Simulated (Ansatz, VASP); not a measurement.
**Ti3Al in VASP and in Ansatz**

```xyz
4
Lattice="2.9079 0.0000 0.0000 -1.4539 2.5183 0.0000 0.0000 0.0000 9.1644" Properties=species:S:1:pos:R:3 pbc="T T T"
Ti    0.0000    1.6789    2.2857
Ti    0.0000    1.6789    6.8788
Ti    1.4539    0.8394    0.0000
Al    1.4539    0.8394    4.5822
```

Alike in both runs: task single point; functional r2SCAN; k mesh 10 × 10 × 3; occupations fermi-dirac, width 0.05 eV; no spin polarisation.

|  | VASP | Ansatz |
| --- | --- | --- |
| version | VASP 6.6.1 | Ansatz 0.2.0 |
| potentials or method | VASP PAW PBE potentials, release 64 (Ti_sv, Al) | Ansatz PAW |
| plane-wave cutoff (eV) | 520 | 500 |
| valence electrons in the cell | 39 | 39 |

|  | VASP | Ansatz | Ansatz less VASP |
| --- | --- | --- | --- |
| gap on the k mesh at the Fermi level (eV) | none | none | - |
| pressure (GPa) | 1.8 | 1.6 | -0.24 |
| traceless stress, the component that is largest in VASP (GPa) | 0.14 | 0.13 | -0.015 |
| rms of the force components (eV/Å) | 0.009 | 0.002 | -0.0074 |

VASP's potentials were made for PBE, not for r2SCAN. Atom by atom the forces differ by 0.007 eV/Å (rms over components). A gap of «none» marks a metal or a gap that the smearing closes.
